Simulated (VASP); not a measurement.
A run of VASP 6.6.1 is set up as follows.

File INCAR:

```
PREC = Accurate
ENCUT = 520
EDIFF = 1E-6
ISMEAR = 0
SIGMA = 0.15
LREAL = False
LASPH = True
NELM = 150
ALGO = Normal
ISIF = 2
LWAVE = False
LCHARG = True
ISPIN = 2
MAGMOM = 0.59
LORBIT = 11
LMAXMIX = 4
GGA = PE
LELF = True
LVHAR = True
NBANDS = 15
```

The input KPOINTS:

```
Automatic mesh
0
Gamma
  24 24 24
```

Contents of POSCAR:

```
Ni
1.0
   -1.2730182324      1.2730182324      1.4944127076
    1.2730182324     -1.2730182324      1.4944127076
    1.2730182324      1.2730182324     -1.4944127076
Ni
1
Direct
    0.0000000000      0.0000000000      0.0000000000
```

Potentials or basis: VASP PAW PBE potentials, release 64 (Ni).

The run is started by

```sh
$ cat potpaw_PBE.64/Ni/POTCAR > POTCAR
$ mpirun -np 1 vasp_std > vasp.out
```

**Question.** Predict the net moment.

**Answer.** 0.54 μB per cell.

**Question.** Estimate the pressure.

**Answer.** 31.7 GPa.

**Question.** Estimate the site moments.

**Answer.** Ni +0.54 μB.

Stress tensor (GPa, compression positive):
```
27.89  0.00  0.00
 0.00 27.89  0.00
 0.00  0.00 39.47
```

Caveat: the cell differs from its parent crystal (strain -0.080 along x and y, +0.080 along z).
